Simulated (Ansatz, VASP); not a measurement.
**MgO: VASP beside Ansatz**

```
CELL_PARAMETERS angstrom
3.02616 0.00000 0.00000
-1.51308 2.62073 0.00000
0.00000 0.00000 2.59929
ATOMIC_POSITIONS crystal
Mg 0.00000 0.00000 0.00000
O 0.33333 0.66667 0.50000
```

Change from the starting cell: strain +0.030 along x and y, -0.030 along z, atoms carried along.

Alike in both runs: task single point; functional LDA; k mesh 9 × 9 × 8; occupations gaussian, width 0.05 eV; no spin polarisation.

```csv
,VASP,Ansatz
version,VASP 6.6.1,Ansatz 0.2.0
potentials or method,"VASP PAW LDA potentials, release 64 (Mg_sv, O), cutoff 750 eV","scalar-relativistic, plane waves, PAW"
valence electrons in the cell,16,16
```

Ansatz gave:

| Quantity | Value |
| --- | --- |
| gap on the k mesh at the Fermi level (eV) | 2.30 |
| least direct gap on the mesh (eV) | 2.60 |
| pressure (GPa) | -11.0 |
| traceless stress, the component that is largest in VASP (GPa) | 18.74 |

What did VASP give for the same quantities?

gap on the k mesh at the Fermi level (eV): 2.32; least direct gap on the mesh (eV): 2.61; pressure (GPa): -11.2; traceless stress, the component that is largest in VASP (GPa): 18.83.

LDA's correlation is that of Perdew and Zunger in VASP and of Perdew and Wang (1992) in Ansatz.
